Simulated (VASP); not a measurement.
# Ba2NaMgCl6 (Fm-3m) in VASP: single point with PBE

Aim: the single point of Ba2NaMgCl6 with PBE.

Everything below comes from runs of VASP 6.6.1. Logs are shortened: lines on timing, memory, paths and dates and some standing lists are left out, and cuts for length are marked.

### Step 1. The cell of the first run

It takes space group Fm-3m (No. 225, cubic). The conventional cell has a = 9.954 Å, b = 9.954 Å, c = 9.954 Å, α = 90.00°, β = 90.00°, γ = 90.00°. Within 3.6 Å of Na (site symmetry m-3m) lie 6 Cl at 2.75 Å. Within 4.6 Å of Ba (site symmetry -43m) lie 12 Cl at 3.53 Å and 4 Na at 4.31 Å and 4 Mg at 4.31 Å. Mg (site symmetry m-3m) has 6 Cl at 2.23 Å within 2.9 Å. Cl (site symmetry 4mm) has 1 Mg at 2.23 Å and 1 Na at 2.75 Å within 2.9 Å.

### Step 2. Single point, PBE

Contents of INCAR:

```
SYSTEM = Ba2NaMgCl6
PREC = Accurate ; ENCUT = 520
EDIFF = 1E-6 ; ISMEAR = -1
SIGMA = 0.1 ; LREAL = .FALSE.
LASPH = .TRUE. ; NELM = 80
ALGO = Normal ; ISIF = 2
LWAVE = .FALSE. ; LCHARG = .TRUE.
GGA = PE ; LELF = .TRUE.
LVHAR = .TRUE. ; NBANDS = 46
```

Contents of KPOINTS:

```
regular mesh
0
G
  6 6 6
  0 0 0
```

Contents of POSCAR:

```
Ba2NaMgCl6
1.0
    0.0000000000      4.9767500000      4.9767500000
    4.9767500000      0.0000000000      4.9767500000
    4.9767500000      4.9767500000      0.0000000000
Na Ba Mg Cl
1 2 1 6
Direct
    0.5000000000      0.5000000000      0.5000000000
    0.2500000000      0.2500000000      0.2500000000
    0.7500000000      0.7500000000      0.7500000000
    0.0000000000      0.0000000000      0.0000000000
    0.7760000000      0.2240000000      0.2240000000
    0.2240000000      0.7760000000      0.2240000000
    0.2240000000      0.7760000000      0.7760000000
    0.7760000000      0.2240000000      0.7760000000
    0.2240000000      0.2240000000      0.7760000000
    0.7760000000      0.7760000000      0.2240000000
```

Potentials or basis: VASP PAW PBE potentials, release 64 (Na_pv, Ba_sv, Mg, Cl).

Launch:

```
cat potpaw_PBE.64/Na_pv/POTCAR potpaw_PBE.64/Ba_sv/POTCAR potpaw_PBE.64/Mg/POTCAR potpaw_PBE.64/Cl/POTCAR > POTCAR
mpirun -np 1 vasp_std > vasp.out
```

OUTCAR:

```text
SYSTEM = Ba2NaMgCl6
   PREC = Accurate
   ENCUT = 520
   EDIFF = 1E-6
   ISMEAR = -1
   LREAL = .FALSE.
   LASPH = .TRUE.
   NELM = 80
   ISIF = 2
   GGA = PE

 ion  position               nearest neighbor table
   1  0.500  0.500  0.500-
   2  0.250  0.250  0.250-  10 3.53  10 3.53   9 3.53   9 3.53   7 3.53   8 3.53   7 3.53   8 3.53
                             5 3.53   5 3.53   6 3.53   6 3.53
   3  0.750  0.750  0.750-  10 3.53  10 3.53   9 3.53   9 3.53   6 3.53   8 3.53   5 3.53   8 3.53
                             7 3.53   6 3.53   7 3.53   5 3.53
   4  0.000  0.000  0.000-   5 2.23   6 2.23   7 2.23   8 2.23   9 2.23  10 2.23
   5  0.776  0.224  0.224-   4 2.23   3 3.53   2 3.53   3 3.53   2 3.53
   6  0.224  0.776  0.224-   4 2.23   3 3.53   2 3.53   3 3.53   2 3.53
   7  0.224  0.776  0.776-   4 2.23   3 3.53   3 3.53   2 3.53   2 3.53
   8  0.776  0.224  0.776-   4 2.23   3 3.53   3 3.53   2 3.53   2 3.53
   9  0.224  0.224  0.776-   4 2.23   3 3.53   2 3.53   3 3.53   2 3.53
  10  0.776  0.776  0.224-   4 2.23   3 3.53   3 3.53   2 3.53   2 3.53

  LATTYP: Found a face centered cubic cell.
 ALAT       =     9.9535000000

  Lattice vectors:

 A1 = (   0.0000000000,   4.9767500000,   4.9767500000)
 A2 = (   4.9767500000,   0.0000000000,   4.9767500000)
 A3 = (   4.9767500000,   4.9767500000,   0.0000000000)

Analysis of symmetry for initial positions (statically):
=====================================================================
 Subroutine PRICEL returns:
 Original cell was already a primitive cell.

 Routine SETGRP: Setting up the symmetry group for a
 face centered cubic supercell.

 Subroutine GETGRP returns: Found 48 space group operations
 (whereof 48 operations were pure point group operations)
 out of a pool of 48 trial point group operations.

The static configuration has the point symmetry O_h .

Analysis of symmetry for dynamics (positions and initial velocities):
=====================================================================
 Subroutine PRICEL returns:
 Original cell was already a primitive cell.

 Routine SETGRP: Setting up the symmetry group for a
 face centered cubic supercell.

 Subroutine GETGRP returns: Found 48 space group operations
 (whereof 48 operations were pure point group operations)
 out of a pool of 48 trial point group operations.

The dynamic configuration has the point symmetry O_h .

 Subroutine INISYM returns: Found 48 space group operations
 (whereof 48 operations are pure point group operations),
 and found     1 'primitive' translations

----------------------------------------------------------------------------------------

                                     Primitive cell

  volume of cell :     246.5287

  direct lattice vectors                    reciprocal lattice vectors
     0.000000000  4.976750000  4.976750000    -0.100467172  0.100467172  0.100467172
     4.976750000  0.000000000  4.976750000     0.100467172 -0.100467172  0.100467172
     4.976750000  4.976750000  0.000000000     0.100467172  0.100467172 -0.100467172

  length of vectors
     7.038187347  7.038187347  7.038187347     0.174014247  0.174014247  0.174014247

  position of ions in fractional coordinates (direct lattice)
     0.500000000  0.500000000  0.500000000
     0.250000000  0.250000000  0.250000000
     0.750000000  0.750000000  0.750000000
     0.000000000  0.000000000  0.000000000
     0.776000000  0.224000000  0.224000000
     0.224000000  0.776000000  0.224000000
     0.224000000  0.776000000  0.776000000
     0.776000000  0.224000000  0.776000000
     0.224000000  0.224000000  0.776000000
     0.776000000  0.776000000  0.224000000

  ion indices of the primitive-cell ions
   primitive index   ion index
                 1           1
                 2           2
                 3           3
                 4           4
                 5           5
                 6           6
                 7           7
                 8           8
                 9           9
                10          10

----------------------------------------------------------------------------------------

 KPOINTS: regular mesh

Automatic generation of k-mesh.
 Grid dimensions read from file:
 generate k-points for:    6    6    6

 Generating k-lattice:

  Cartesian coordinates                     Fractional coordinates (reciprocal lattice)
    -0.016744529  0.016744529  0.016744529     0.166666667  0.000000000  0.000000000
     0.016744529 -0.016744529  0.016744529     0.000000000  0.166666667  0.000000000
     0.016744529  0.016744529 -0.016744529     0.000000000  0.000000000  0.166666667

  Length of vectors
     0.029002375  0.029002375  0.029002375

  Shift w.r.t. Gamma in fractional coordinates (k-lattice)
     0.000000000  0.000000000  0.000000000

 Subroutine IBZKPT returns following result:
 ===========================================

 Found     16 irreducible k-points:

 Following reciprocal coordinates:
            Coordinates               Weight
  0.000000  0.000000  0.000000      1.000000
  0.166667  0.000000  0.000000      8.000000
  0.333333  0.000000  0.000000      8.000000
  0.500000  0.000000  0.000000      4.000000
  0.166667  0.166667  0.000000      6.000000
  0.333333  0.166667  0.000000     24.000000
[... 8 lines left out ...]
 -0.333333  0.333333  0.166667     24.000000
 -0.333333  0.500000  0.166667     12.000000
   k-points           NKPTS =     16   k-points in BZ     NKDIM =     16   number of bands    NBANDS=     46
   number of dos      NEDOS =    301   number of ions     NIONS =     10
   total plane-waves  NPLWV = 157464
   dimension x,y,z NGX =    54 NGY =   54 NGZ =   54
   dimension x,y,z NGXF=   108 NGYF=  108 NGZF=  108
   ions per type =               1   2   1   6
   NGX,Y,Z   is equivalent  to a cutoff of  12.76, 12.76, 12.76 a.u.
   NGXF,Y,Z  is equivalent  to a cutoff of  25.51, 25.51, 25.51 a.u.
 SYSTEM =  Ba2NaMgCl6
   PREC   = accura    normal or accurate (medium, high low for compatibility)
   ISTART =      0    job   : 0-new  1-cont  2-samecut
   ICHARG =      2    charge: 1-file 2-atom 10-const
   ISPIN  =      1    spin polarized calculation?
   LNONCOLLINEAR =      F non collinear calculations
   LSORBIT =      F    spin-orbit coupling
   LASPH  =      T    aspherical Exc in radial PAW
   ENCUT  =  520.0 eV  38.22 Ry    6.18 a.u.  13.09 13.09 13.09*2*pi/ulx,y,z
   NELM   =     80;   NELMIN=  2; NELMDL= -5     # of ELM steps
   EDIFF  = 0.1E-05   stopping-criterion for ELM
   LREAL  =      F    real-space projection
   EDIFFG = 0.1E-04   stopping-criterion for IOM
   NSW    =      0    number of steps for IOM
   IBRION =     -1    ionic relax: 0-MD 1-quasi-New 2-CG
   NFREE  =      0    steps in history (QN), initial steepest desc. (CG)
   ISIF   =      2    stress and relaxation
   ISYM   =      2    0-nonsym 1-usesym 2-fastsym
   POTIM  = 0.5000    time-step for ionic-motion
   TEBEG  =    0.0;   TEEND  =   0.0 temperature during run
   PSTRESS=    0.0 pullay stress
   NELECT =      71.0000    total number of electrons
   NUPDOWN=      -1.0000    fix difference up-down
   EMIN   =  10.00;   EMAX   =-10.00  energy-range for DOS
   EFERMI =   0.00;   METHOD = LEGACY
   ISMEAR =    -1;   SIGMA  =   0.10  broadening in eV -4-tet -1-fermi 0-gaus
   EFERMI_NEDOS =   21; number of points for ismear=-14 and -15
   IALGO  =     38    algorithm
   IMIX   =      4    mixing-type and parameters
     AMIX     =   0.40;   BMIX     =  1.00
     AMIX_MAG =   1.60;   BMIX_MAG =  1.00
  volume/ion in A,a.u.               =      24.65       166.37
  Fermi-wavevector in a.u.,A,eV,Ry     =   1.081115  2.043011 15.902613  1.168809
  Thomas-Fermi vector in A             =   2.217123
   LORBIT       =      0    0 simple, 1 ext, 2 COOP (PROOUT), +10 PAW based schemes
   GGA     = PE    functional components
   LHFCALC =     F    Hartree Fock is set to
   AEXX    =    0.0000 exact exchange contribution
   IVDW    =     0    specifies the selected vdW correction
   LEPSILON=     F    determine dielectric tensor
   LRPA    =     F    only Hartree local field effects (RPA)
 non-spin polarized calculation
  energy-cutoff  :      520.00
  volume of cell :      246.53
 maximum number of plane-waves:      6710
 NGX is ok and might be reduce to    54
   NGX = 27   NGY = 27   NGZ = 27

 number of electron      71.0000012 magnetization

 Free energy of the ion-electron system (eV)
  ---------------------------------------------------
  ext. energy  EPLUGINS =         0.00000000
  ---------------------------------------------------
  free energy    TOTEN  =       -35.37407116 eV

  energy without entropy =      -35.27944433  energy(sigma->0) =      -35.32675774

 E-fermi :   6.2062     XC(G=0):  -8.8741

 val. band max:        6.1730411337   @ k =   0.3333   0.1667   0.0000
 cond. band min:       6.2285792094   @ k =   0.1667   0.1667   0.0000
 fundamental gap:      0.0555380756
 Fermi energy:         6.2061897983

 k-point     1 :       0.0000    0.0000    0.0000
  band No.  band energies     occupation
      1     -24.5498      2.00000
      2     -24.5382      2.00000
      3     -20.4737      2.00000
      4     -20.4737      2.00000
      5     -20.4737      2.00000
      6     -13.0795      2.00000
[... 38 lines left out ...]
     45       7.4025      0.00001
     46       7.5314      0.00000

 k-point     2 :       0.1667    0.0000    0.0000
  band No.  band energies     occupation
      1     -24.5490      2.00000
      2     -24.5389      2.00000
      3     -20.4737      2.00000
      4     -20.4737      2.00000
      5     -20.4737      2.00000
      6     -13.0696      2.00000
[... 678 lines left out ...]
 k-point    16 :      -0.3333    0.5000    0.1667
  band No.  band energies     occupation
      1     -24.5446      2.00000
      2     -24.5426      2.00000
      3     -20.4737      2.00000
      4     -20.4737      2.00000
      5     -20.4737      2.00000
      6     -13.0280      2.00000
[... 38 lines left out ...]
     45       8.2299      0.00000
     46       8.8447      0.00000

------------------------ aborting loop because EDIFF is reached ----------------------------------------

  FORCE on cell =-STRESS in cart. coord.  units (eV):
  Direction    XX          YY          ZZ          XY          YZ          ZX
  --------------------------------------------------------------------------------------
  -------------------------------------------------------------------------------------
  Total       10.0852849     10.0852849     10.0852849      0.0000000      0.0000000      0.0000000
  in kB       65.5437499     65.5437499     65.5437499      0.0000000      0.0000000      0.0000000
  external PRESSURE =      65.5437499 kB  Pullay stress =       0.0000000 kB

 VOLUME and BASIS-vectors are now :
 -----------------------------------------------------------------------------
  energy-cutoff  :      520.00
  volume of cell :      246.53
      direct lattice vectors                 reciprocal lattice vectors
     0.000000000  4.976750000  4.976750000    -0.100467172  0.100467172  0.100467172
     4.976750000  0.000000000  4.976750000     0.100467172 -0.100467172  0.100467172
     4.976750000  4.976750000  0.000000000     0.100467172  0.100467172 -0.100467172

 POSITION                                       TOTAL-FORCE (eV/Angst)
 -----------------------------------------------------------------------------------
      4.97675      4.97675      4.97675        -0.000000      0.000000      0.000000
      2.48838      2.48838      2.48838        -0.000000      0.000000     -0.000000
      7.46513      7.46513      7.46513        -0.000000     -0.000000      0.000000
      0.00000      0.00000      0.00000        -0.000000      0.000000      0.000000
      2.22958      4.97675      4.97675         2.776413      0.000000      0.000000
      4.97675      2.22958      4.97675        -0.000000      2.776413      0.000000
      7.72392      4.97675      4.97675        -2.776413      0.000000      0.000000
      4.97675      7.72392      4.97675        -0.000000     -2.776413      0.000000
      4.97675      4.97675      2.22958        -0.000000      0.000000      2.776413
      4.97675      4.97675      7.72392        -0.000000      0.000000     -2.776413
 -----------------------------------------------------------------------------------
    total drift:                                0.000000      0.000000      0.000000

  FREE ENERGIE OF THE ION-ELECTRON SYSTEM (eV)
  ---------------------------------------------------
  free  energy   TOTEN  =       -35.3740711568 eV

  energy  without entropy=      -35.2794443254  energy(sigma->0) =      -35.32675774
```

Run time: 4.5 min. Hardware: 1 thread of Intel Xeon Platinum 8175M at 2.50GHz (Skylake/Cascade Lake), shared host; peak memory 0.5 GiB.

Results:

| Quantity | Value |
| --- | --- |
| Free energy | -35.3741 eV |
| Pressure | 6.6 GPa |
| Largest force | 2.776 eV/Å |

Forces on the atoms (eV/Å):
```
Na   0.000  0.000  0.000
Ba   0.000  0.000  0.000
Ba   0.000  0.000  0.000
Mg   0.000  0.000  0.000
Cl   2.776  0.000  0.000
Cl   0.000  2.776  0.000
Cl  -2.776  0.000  0.000
Cl   0.000 -2.776  0.000
Cl   0.000  0.000  2.776
Cl   0.000  0.000 -2.776
```

Caveat: spin-orbit coupling is left out, which moves the levels of the heavy elements; an odd number of electrons without spin polarisation forces a metal; a magnetic or distorted state may lie lower.
